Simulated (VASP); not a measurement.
# Te2Mo in VASP: notebook, part 2 of 2

VASP 6.6.1.

### Step 5. Single point, PBE

This run uses another cell than the first one.

Input file INCAR:

```
SYSTEM = Te2Mo
ALGO     = Normal         ! electronic algorithm
EDIFF    = 1E-6           ! SCF threshold, eV
ENCUT    = 520            ! plane-wave cutoff, eV
GGA      = PE             ! functional
ISIF     = 2              ! what is computed and relaxed
ISMEAR   = -1             ! smearing method
LASPH    = .TRUE.         ! aspherical terms in the spheres
LCHARG   = .FALSE.        ! write CHGCAR
LREAL    = .FALSE.        ! projectors in reciprocal space
LWAVE    = .FALSE.        ! write WAVECAR
NBANDS   = 35             ! bands
NELM     = 80             ! most SCF steps
PREC     = Accurate       ! precision mode
SIGMA    = 0.05           ! smearing width, eV
```

Input file KPOINTS:

```
k-points
0
G
  4 8 1
  0 0 0
```

Input file POSCAR:

```
Te2Mo
1.0
    6.4863781235      0.0000000000      0.0000000000
    0.0000000000      3.5486635872      0.0000000000
   -0.0874228505      0.0000000000     36.8854017842
Te Mo
4 2
Direct
    0.4292511000      0.7500000000      0.5407035800
    0.5707489000      0.2500000000      0.4592964200
    0.9208478700      0.2500000000      0.5565273200
    0.0791521300      0.7500000000      0.4434726800
    0.1813475600      0.2500000000      0.4974653700
    0.8186524400      0.7500000000      0.5025346300
```

Potentials or basis: VASP PAW PBE potentials, release 64 (Te, Mo_sv).

Launch:

```
cat potpaw_PBE.64/Te/POTCAR potpaw_PBE.64/Mo_sv/POTCAR > POTCAR
mpirun -np 1 vasp_std > vasp.out
```

OUTCAR:

```text
SYSTEM = Te2Mo
   EDIFF = 1E-6
   ENCUT = 520
   GGA = PE
   ISIF = 2
   ISMEAR = -1
   LASPH = .TRUE.
   LREAL = .FALSE.
   NELM = 80
   PREC = Accurate

 ion  position               nearest neighbor table
   1  0.429  0.750  0.541-   5 2.87   5 2.87   6 2.89   2 3.61   2 3.61
   2  0.571  0.250  0.459-   6 2.87   6 2.87   5 2.89   1 3.61   1 3.61
   3  0.921  0.250  0.557-   6 2.75   6 2.75   5 2.76
   4  0.079  0.750  0.443-   5 2.75   5 2.75   6 2.76
   5  0.181  0.250  0.497-   4 2.75   4 2.75   3 2.76   1 2.87   1 2.87   2 2.89   6 2.95   6 2.95

   6  0.819  0.750  0.503-   3 2.75   3 2.75   4 2.76   2 2.87   2 2.87   1 2.89   5 2.95   5 2.95

  LATTYP: Found a simple monoclinic cell.
 ALAT       =     6.4863781235
 B/A-ratio  =     0.5470947761
 C/A-ratio  =     5.6866104139
 COS(beta)  =    -0.0023701139

  Lattice vectors:

 A1 = (   6.4863781235,   0.0000000000,   0.0000000000)
 A2 = (   0.0000000000,   3.5486635872,   0.0000000000)
 A3 = (  -0.0874228505,   0.0000000000,  36.8854017842)

Analysis of symmetry for initial positions (statically):
=====================================================================
 Subroutine PRICEL returns:
 Original cell was already a primitive cell.

 Routine SETGRP: Setting up the symmetry group for a
 simple monoclinic supercell.

 Subroutine GETGRP returns: Found  4 space group operations
 (whereof  2 operations were pure point group operations)
 out of a pool of  4 trial point group operations.

The static configuration has the point symmetry S_2 .
 The point group associated with its full space group is C_2h.

Analysis of symmetry for dynamics (positions and initial velocities):
=====================================================================
 Subroutine PRICEL returns:
 Original cell was already a primitive cell.

 Routine SETGRP: Setting up the symmetry group for a
 simple monoclinic supercell.

 Subroutine GETGRP returns: Found  4 space group operations
 (whereof  2 operations were pure point group operations)
 out of a pool of  4 trial point group operations.

The dynamic configuration has the point symmetry S_2 .
 The point group associated with its full space group is C_2h.

 Subroutine INISYM returns: Found  4 space group operations
 (whereof  2 operations are pure point group operations),
 and found     1 'primitive' translations

----------------------------------------------------------------------------------------

                                     Primitive cell

  volume of cell :     849.0272

  direct lattice vectors                    reciprocal lattice vectors
     6.486378123  0.000000000  0.000000000     0.154169242  0.000000000  0.000365400
     0.000000000  3.548663587  0.000000000     0.000000000  0.281796224  0.000000000
    -0.087422850  0.000000000 36.885401784     0.000000000  0.000000000  0.027110997

  length of vectors
     6.486378123  3.548663587 36.885505385     0.154169675  0.281796224  0.027110997

  position of ions in fractional coordinates (direct lattice)
     0.429251100  0.750000000  0.540703580
     0.570748900  0.250000000  0.459296420
     0.920847870  0.250000000  0.556527320
     0.079152130  0.750000000  0.443472680
[... 43 lines left out ...]
  0.000000  0.125000  0.000000      2.000000
  0.250000  0.125000  0.000000      4.000000
  0.500000  0.125000  0.000000      2.000000
  0.000000  0.250000  0.000000      2.000000
  0.250000  0.250000  0.000000      4.000000
  0.500000  0.250000  0.000000      2.000000
  0.000000  0.375000  0.000000      2.000000
  0.250000  0.375000  0.000000      4.000000
  0.500000  0.375000  0.000000      2.000000
  0.000000  0.500000  0.000000      1.000000
  0.250000  0.500000  0.000000      2.000000
  0.500000  0.500000  0.000000      1.000000
   k-points           NKPTS =     15   k-points in BZ     NKDIM =     15   number of bands    NBANDS=     35
   number of dos      NEDOS =    301   number of ions     NIONS =      6
   total plane-waves  NPLWV = 376320
   dimension x,y,z NGX =    48 NGY =   28 NGZ =  280
   dimension x,y,z NGXF=    96 NGYF=   56 NGZF=  560
   ions per type =               4   2
   NGX,Y,Z   is equivalent  to a cutoff of  12.30, 13.12, 12.62 a.u.
   NGXF,Y,Z  is equivalent  to a cutoff of  24.60, 26.23, 25.24 a.u.
 SYSTEM =  Te2Mo
   PREC   = accura    normal or accurate (medium, high low for compatibility)
   ISTART =      0    job   : 0-new  1-cont  2-samecut
   ICHARG =      2    charge: 1-file 2-atom 10-const
   ISPIN  =      1    spin polarized calculation?
   LNONCOLLINEAR =      F non collinear calculations
   LSORBIT =      F    spin-orbit coupling
   LASPH  =      T    aspherical Exc in radial PAW
   ENCUT  =  520.0 eV  38.22 Ry    6.18 a.u.  12.06  6.60 68.58*2*pi/ulx,y,z
   NELM   =     80;   NELMIN=  2; NELMDL= -5     # of ELM steps
   EDIFF  = 0.1E-05   stopping-criterion for ELM
   LREAL  =      F    real-space projection
   EDIFFG = 0.1E-04   stopping-criterion for IOM
   NSW    =      0    number of steps for IOM
   IBRION =     -1    ionic relax: 0-MD 1-quasi-New 2-CG
   NFREE  =      0    steps in history (QN), initial steepest desc. (CG)
   ISIF   =      2    stress and relaxation
   ISYM   =      2    0-nonsym 1-usesym 2-fastsym
   POTIM  = 0.5000    time-step for ionic-motion
   TEBEG  =    0.0;   TEEND  =   0.0 temperature during run
   PSTRESS=    0.0 pullay stress
   NELECT =      52.0000    total number of electrons
   NUPDOWN=      -1.0000    fix difference up-down
   EMIN   =  10.00;   EMAX   =-10.00  energy-range for DOS
   EFERMI =   0.00;   METHOD = LEGACY
   ISMEAR =    -1;   SIGMA  =   0.05  broadening in eV -4-tet -1-fermi 0-gaus
   EFERMI_NEDOS =   21; number of points for ismear=-14 and -15
   IALGO  =     38    algorithm
   IMIX   =      4    mixing-type and parameters
     AMIX     =   0.40;   BMIX     =  1.00
     AMIX_MAG =   1.60;   BMIX_MAG =  1.00
  volume/ion in A,a.u.               =     141.50       954.92
  Fermi-wavevector in a.u.,A,eV,Ry     =   0.645311  1.219460  5.665815  0.416426
  Thomas-Fermi vector in A             =   1.712925
   LORBIT       =      0    0 simple, 1 ext, 2 COOP (PROOUT), +10 PAW based schemes
   GGA     = PE    functional components
   LHFCALC =     F    Hartree Fock is set to
   AEXX    =    0.0000 exact exchange contribution
   IVDW    =     0    specifies the selected vdW correction
   LEPSILON=     F    determine dielectric tensor
   LRPA    =     F    only Hartree local field effects (RPA)
 non-spin polarized calculation
  energy-cutoff  :      520.00
  volume of cell :      849.03
 maximum number of plane-waves:     22938
   NGX = 25   NGY = 13   NGZ =137

 number of electron      52.0000000 magnetization

 Free energy of the ion-electron system (eV)
  ---------------------------------------------------
  ext. energy  EPLUGINS =         0.00000000
  ---------------------------------------------------
  free energy    TOTEN  =       -35.85507403 eV

  energy without entropy =      -35.84639485  energy(sigma->0) =      -35.85073444

 E-fermi :  -2.3677     XC(G=0):  -2.2360

 val. band max:       -2.5130842409   @ k =   0.0000   0.1250   0.0000
 cond. band min:      -2.3630513410   @ k =   0.0000   0.1250   0.0000
 fundamental gap:      0.1500329000
 Fermi energy:        -2.3676651790

 k-point     1 :       0.0000    0.0000    0.0000
  band No.  band energies     occupation
      1     -63.4428      2.00000
      2     -63.3981      2.00000
      3     -37.6402      2.00000
      4     -37.6176      2.00000
      5     -37.5488      2.00000
      6     -37.4835      2.00000
[... 559 lines left out ...]
     34       0.8095      0.00000
     35       1.9944      0.00000

------------------------ aborting loop because EDIFF is reached ----------------------------------------

  FORCE on cell =-STRESS in cart. coord.  units (eV):
  Direction    XX          YY          ZZ          XY          YZ          ZX
  --------------------------------------------------------------------------------------
  -------------------------------------------------------------------------------------
  Total       -4.4625278     -4.5633408     -3.8224441      0.0000000      0.0000000      0.0095462
  in kB       -8.4211211     -8.6113626     -7.2132355      0.0000000      0.0000000      0.0180143
  external PRESSURE =      -8.0819064 kB  Pullay stress =       0.0000000 kB

 VOLUME and BASIS-vectors are now :
 -----------------------------------------------------------------------------
  energy-cutoff  :      520.00
  volume of cell :      849.03
      direct lattice vectors                 reciprocal lattice vectors
     6.486378123  0.000000000  0.000000000     0.154169242  0.000000000  0.000365400
     0.000000000  3.548663587  0.000000000     0.000000000  0.281796224  0.000000000
    -0.087422850  0.000000000 36.885401784     0.000000000  0.000000000  0.027110997

 POSITION                                       TOTAL-FORCE (eV/Angst)
 -----------------------------------------------------------------------------------
      2.73702      2.66150     19.94407        -0.014745     -0.000000     -0.420483
      3.66194      0.88717     16.94133         0.014745     -0.000000      0.420483
      5.92431      0.88717     20.52773         0.007329     -0.000000     -0.610477
      0.47464      2.66150     16.35767        -0.007329      0.000000      0.610477
      1.13280      0.88717     18.34921        -0.118947      0.000000     -0.044942
      5.26616      2.66150     18.53619         0.118947     -0.000000      0.044942
 -----------------------------------------------------------------------------------
    total drift:                               -0.000000     -0.000000     -0.000000

  FREE ENERGIE OF THE ION-ELECTRON SYSTEM (eV)
  ---------------------------------------------------
  free  energy   TOTEN  =       -35.8550740325 eV

  energy  without entropy=      -35.8463948507  energy(sigma->0) =      -35.85073444
```

Run time: 10 min. Hardware: 1 thread of Intel Xeon Platinum 8488C (Sapphire Rapids), shared host; peak memory 0.95 GiB.

What came out:

```
Free energy            : -35.8551 eV
Largest force          : 0.611 eV/Å
Band gap on the k mesh : zero (bands 26 and 27 overlap by 0.13 eV)
```

Forces on the atoms (eV/Å):
```
Te  -0.015  0.000 -0.420
Te   0.015  0.000  0.420
Te   0.007  0.000 -0.610
Te  -0.007  0.000  0.610
Mo  -0.119  0.000 -0.045
Mo   0.119  0.000  0.045
```

Levels at points of the mesh, in eV from the Fermi level:
```tsv
k point	band 24	band 25	band 26	band 27	band 28	band 29
(0.00, 0.00, 0.00)	-0.56	-0.28	0.13	0.62	0.97	1.60
(0.50, 0.00, 0.00)	-0.75	-0.70	-0.62	0.14	0.95	1.40
(0.00, 0.50, 0.00)	-1.51	-1.30	-1.30	1.10	1.10	1.36
(0.50, 0.50, 0.00)	-1.62	-0.80	-0.80	1.02	1.02	1.80
```

Caveat: spin-orbit coupling is left out, which moves the levels of the heavy elements.

### Step 6. Overview

| level | cell | k mesh | gap on the mesh (eV) | largest force (eV/Å) |
| --- | --- | --- | --- | --- |
| BLYP | a = 6.445, b = 3.526, c = 36.652 Å, angles 90.0, 90.1, 90.0°, 6 atoms | 4 × 8 × 1 | none | 0.27 |
| BLYP | a = 6.486, b = 3.549, c = 36.886 Å, angles 90.0, 90.1, 90.0°, 6 atoms | 4 × 8 × 1 | none | 0.07 |
| PBE | a = 6.362, b = 3.480, c = 36.176 Å, angles 90.0, 90.1, 90.0°, 6 atoms | 3 × 6 × 1 | none | 0.27 |
| PBE | a = 6.486, b = 3.549, c = 36.886 Å, angles 90.0, 90.1, 90.0°, 6 atoms | 4 × 8 × 1 | none | 0.61 |

Alike in all rows: task single point; potentials or basis VASP PAW PBE potentials, release 64 (Te, Mo_sv); no spin polarisation; cutoff (eV) 520; smearing fermi-dirac 0.05 eV.

Caveats: spin-orbit coupling is left out, which moves the levels of the heavy elements; the PAW data sets were made with another functional, which shifts forces and pressure a little (at least some runs).

Total energies depend on the potentials used, so only differences within one code and one set of settings carry meaning.
